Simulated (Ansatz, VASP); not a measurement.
## One calculation of BP, two programs

The input POSCAR:

```
BP
1.0
    0.0000000000      2.2909988435      2.2591363518
    2.2909988435      0.0000000000      2.2591363518
    2.2909988435      2.2909988435      0.0000000000
B P
1 1
Direct
    0.0000000000      0.0000000000      0.0000000000
    0.2500000000      0.2500000000      0.2500000000
```

The input INCAR.step1:

```
ALGO = Normal
EDIFF = 1E-4
ENCUT = 520
GGA = PE
ISMEAR = 0
LASPH = T
LCHARG = F
LREAL = F
LWAVE = T
NBANDS = 11
NELM = 80
PREC = Accurate
SIGMA = 0.01
```

Contents of INCAR.step2:

```
ALGO = Normal
EDIFF = 1E-7
ENCUT = 520
ISIF = 2
ISMEAR = 0
ISTART = 1
LASPH = T
LCHARG = F
LMIXTAU = T
LREAL = F
LWAVE = F
METAGGA = R2SCAN
NBANDS = 11
NELM = 80
PREC = Accurate
SIGMA = 0.01
```

Contents of KPOINTS:

```
k-points
0
Gamma
  10 10 10
```

Input for Ansatz:

```yaml
crystal:
  lattice:
    - [0.0, 2.2909988435, 2.2591363518]
    - [2.2909988435, 0.0, 2.2591363518]
    - [2.2909988435, 2.2909988435, 0.0]
  atoms:
    - { symbol: B, position: [0.0, 0.0, 0.0] }
    - { symbol: P, position: [0.25, 0.25, 0.25] }
kpoints:
  mp_grid: { grid: [10, 10, 10] }
  band_path:
    path:
      - [0.0, 0.0, 0.0]
      - [-0.5, -0.5, 0.0]
      - [-0.375, -0.375, 0.25]
      - [-0.375, 0.0, 0.375]
      - [0.0, 0.0, 0.5]
      - [-0.5, -0.25, 0.25]
      - [0.0, 0.4, 0.4]
    npoints: 1
hamiltonian:
  xc: r2scan
scf:
  occupations: { method: fixed }
  n_extra_bands: 4
output:
  forces: true
  stress: true
  eigenvalues: true
```

Change from the starting cell: epitaxial_xy strain +1.0%.

Alike in both runs: task single point; functional r2SCAN; k mesh 10 × 10 × 10; no spin polarisation.

```csv
,VASP,Ansatz
version,VASP 6.6.1,Ansatz 0.2.0
potentials or method,"VASP PAW PBE potentials, release 64 (B, P)","plane waves, PAW"
plane-wave cutoff (eV),520,500
occupations,"gaussian, width 0.01 eV",fixed
valence electrons in the cell,8,8
```

```tsv
	VASP	Ansatz	Ansatz less VASP
gap on the k mesh at the Fermi level (eV)	1.25	1.22	-0.029
pressure (GPa)	-3.1	-2.6	+0.49
traceless stress, the component that is largest in VASP (GPa)	2.61	2.60	-0.012
```

VASP's potentials were made for PBE, not for r2SCAN.
